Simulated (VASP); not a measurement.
A run of VASP 6.6.1:

The input INCAR:

```
SYSTEM = Se
  ALGO = Normal
  EDIFF = 1E-8
  ENCUT = 520
  GGA = PS
  ISIF = 2
  ISMEAR = -1
  LASPH = .True.
  LCHARG = .False.
  LEFG = .True.
  LREAL = .False.
  LWAVE = .False.
  NBANDS = 9
  NELM = 100
  PREC = Accurate
  SIGMA = 0.03
```

File KPOINTS:

```
k-points
0
Gamma
  12 12 12
  0 0 0
```

Contents of POSCAR:

```
Se
1.0
    2.8566460141      0.0000000000      0.0000000000
    0.0000000000      2.8566460141      0.0000000000
    0.0000000000      0.0000000000      2.8566460141
Se
1
Direct
    0.0000000000      0.0000000000      0.0000000000
```

Potentials or basis: VASP PAW PBE potentials, release 64 (Se).

The run is started by

```bash
$ cat potpaw_PBE.64/Se/POTCAR > POTCAR
$ mpirun -np 1 vasp_std > vasp.out
```

Hardware: 1 thread of Intel Xeon 6975P-C (shared host).

Problem. Estimate the wall time of this run.

Solution. Wall time 6.1 s on 1 thread of Intel Xeon 6975P-C, on a shared host, peak memory 0.15 GiB. Counts: scf iterations 11, k points 84.
